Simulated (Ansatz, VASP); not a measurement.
# PbS: VASP beside Ansatz

File POSCAR:

```
PbS
1.0
    0.0000000000      3.3009774971      3.3009774971
    3.3009774971      0.0000000000      3.3009774971
    3.3009774971      3.3009774971      0.0000000000
Pb S
1 1
Direct
    0.0000000000      0.0000000000      0.0000000000
    0.2500000000      0.2500000000      0.2500000000
```

File INCAR.step1:

```
SYSTEM = PbS
PREC = Accurate
ENCUT = 550
ISMEAR = 0
SIGMA = 0.01
LREAL = .FALSE.
LASPH = .TRUE.
NELM = 120
NBANDS = 17
GGA = PE
ALGO = Normal
EDIFF = 1E-5
LWAVE = .TRUE.
LCHARG = .FALSE.
GGA_COMPAT = .FALSE.
```

INCAR.step2

```
SYSTEM = PbS
PREC = Accurate
ENCUT = 550
EDIFF = 1E-6
ISMEAR = 0
SIGMA = 0.01
LREAL = .FALSE.
LASPH = .TRUE.
NELM = 120
ALGO = Normal
ISIF = 2
LWAVE = .FALSE.
LCHARG = .FALSE.
METAGGA = R2SCAN
LMIXTAU = .TRUE.
NBANDS = 17
ISTART = 1
GGA_COMPAT = .FALSE.
```

File KPOINTS:

```
regular mesh
0
G
  4 4 4
  0 0 0
```

Input for Ansatz:

```yaml
crystal:
  lattice:
    - [0.0, 3.3009774971, 3.3009774971]
    - [3.3009774971, 0.0, 3.3009774971]
    - [3.3009774971, 3.3009774971, 0.0]
  atoms:
    - { symbol: Pb, position: [0.0, 0.0, 0.0] }
    - { symbol: S, position: [0.25, 0.25, 0.25] }
kpoints:
  mp_grid: { grid: [4, 4, 4] }
hamiltonian:
  xc: r2scan
scf:
  occupations: { method: fixed }
  n_extra_bands: 4
  mixing: { ndim: 2 }
  max_iter: 62
output:
  forces: true
  stress: true
  eigenvalues: true
```

Alike in both runs: task single point; functional r2SCAN; k mesh 4 × 4 × 4; no spin polarisation.

|  | VASP | Ansatz |
| --- | --- | --- |
| version | VASP 6.6.1 | Ansatz 0.2.0 |
| potentials or method | VASP PAW PBE potentials, release 64 (Pb_d, S) | plane waves |
| plane-wave cutoff (eV) | 550 | 500 |
| occupations | gaussian, width 0.01 eV | fixed |
| valence electrons in the cell | 20 | 20 |

VASP gave:

```
gap on the k mesh at the Fermi level (eV) : 0.95
pressure (GPa)                            : 0.0
```

**Question.** What did Ansatz give for the same quantities?

**Answer.** gap on the k mesh at the Fermi level (eV): 0.95; pressure (GPa): -0.1.

VASP's potentials were made for PBE, not for r2SCAN.

Spin-orbit coupling is off throughout.
